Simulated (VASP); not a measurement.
Ga: relaxation of cell and atoms with PBE

The system is Ga.

```xyz
1
Lattice="-1.6810 1.6810 1.6810 1.6810 -1.6810 1.6810 1.6810 1.6810 -1.6810" Properties=species:S:1:pos:R:3 pbc="T T T"
Ga    0.0000    0.0000    0.0000
```

This isn't the form of Ga at room conditions, which is orthorhombic.

* Program: VASP 6.6.1
* Task: relaxation of cell and atoms
* Functional: PBE
* Potentials or basis: VASP PAW PBE potentials, release 64 (Ga_d)
* Cutoff: 600 eV
* k mesh: 16 × 16 × 16
* Occupations: fermi-dirac, width 0.08 eV
* Spin: no spin polarisation
* Dipole correction: no
* Further INCAR settings: ALGO = Normal; EDIFF = 1e-07; IBRION = 2; EDIFFG = -0.005; NSW = 60; ISIF = 3

```json
{"Relaxed volume": "19.25 Å³/atom", "Relaxed cell": "a = 2.924 Å, b = 2.924 Å, c = 2.924 Å, α = 109.47°, β = 109.47°, γ = 109.47°", "Space group after relaxing (to 0.1 Å)": "Im-3m (No. 229)", "Energy gained by relaxing": "0.5 meV/atom", "Ionic steps": "5", "Pressure after relaxing": "0.0 GPa", "Band gap on the k mesh": "zero (an odd number of electrons rules out a gap without spin polarisation)"}
```

The path:
| step | energy change (eV) | largest force (eV/Å) | pressure (GPa) | volume (Å³) |
| --- | --- | --- | --- | --- |
| 1 | 0.0000 | 0.0000 | 0.63 | 19.00 |
| 2 | -0.0005 | 0.0000 | 0.14 | 19.21 |
| 3 | -0.0005 | 0.0000 | -0.10 | 19.27 |
| 4 | -0.0005 | 0.0000 | 0.07 | 19.24 |
| 5 | -0.0005 | 0.0000 | 0.00 | 19.25 |

Final structure:
```
Ga
1.0
    -1.68845    1.68845    1.68845
     1.68845   -1.68845    1.68845
     1.68845    1.68845   -1.68845
Ga
1
Cartesian
  0.0000 0.0000 0.0000
```

Levels at points of the mesh, in eV from the Fermi level:
| k point | band 4 | band 5 | band 6 | band 7 | band 8 | band 9 |
| --- | --- | --- | --- | --- | --- | --- |
| (0.00, 0.00, 0.00) | -14.75 | -14.75 | -10.90 | 12.31 | 12.31 | 12.31 |
| (0.50, 0.00, 0.00) | -14.75 | -14.64 | -4.49 | -3.65 | 6.90 | 8.92 |
| (0.50, 0.50, 0.50) | -14.66 | -14.66 | 1.27 | 1.60 | 1.60 | 1.60 |

Wall time 89 s on 1 thread of Intel Xeon 8259CL (shared host), peak memory 0.17 GiB.
